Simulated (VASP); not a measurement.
Set up this calculation in VASP 6.6.1, as the native input.

- Task: single point
- Functional: RPBE
- Potentials or basis: VASP PAW PBE potentials, release 64 (Tl_d)
- Cutoff: 520 eV
- k mesh: 12 × 12 × 12
- Occupations: fermi-dirac, width 0.1 eV
- Spin: no spin polarisation
- Dipole correction: no
- Further INCAR settings: ALGO = Normal; EDIFF = 1e-06; NBANDS = 12

The structure of Tl lies in POSCAR:

```
Tl
1.0
    0.0000000000      2.5243528185      2.5243528185
    2.5243528185      0.0000000000      2.5243528185
    2.5243528185      2.5243528185      0.0000000000
Tl
1
Direct
    0.0000000000      0.0000000000      0.0000000000
```

This isn't the form of Tl at room conditions, which is hcp.

The input as run:

INCAR

```
SYSTEM = Tl
ALGO = Normal
EDIFF = 1E-6
ENCUT = 520
GGA = RP
ISIF = 2
ISMEAR = -1
LASPH = .TRUE.
LCHARG = .FALSE.
LREAL = .FALSE.
LWAVE = .FALSE.
NBANDS = 12
NELM = 80
PREC = Accurate
SIGMA = 0.1
```

KPOINTS

```
k-points
0
G
  12 12 12
  0 0 0
```

Potentials or basis: VASP PAW PBE potentials, release 64 (Tl_d).

Command:

```sh
$ cat potpaw_PBE.64/Tl_d/POTCAR > POTCAR
$ mpirun -np 1 vasp_std > vasp.out
```

It gave:

| Quantity | Value |
| --- | --- |
| Pressure | 0.9 GPa |
| Band gap on the k mesh | zero (an odd number of electrons rules out a gap without spin polarisation) |

Caveat: the PAW data sets were made with another functional, which shifts forces and pressure a little; spin-orbit coupling is left out, which moves the levels of the heavy elements.

Wall time 35 s on 1 thread of Intel Xeon 8259CL (shared host), peak memory 0.17 GiB.
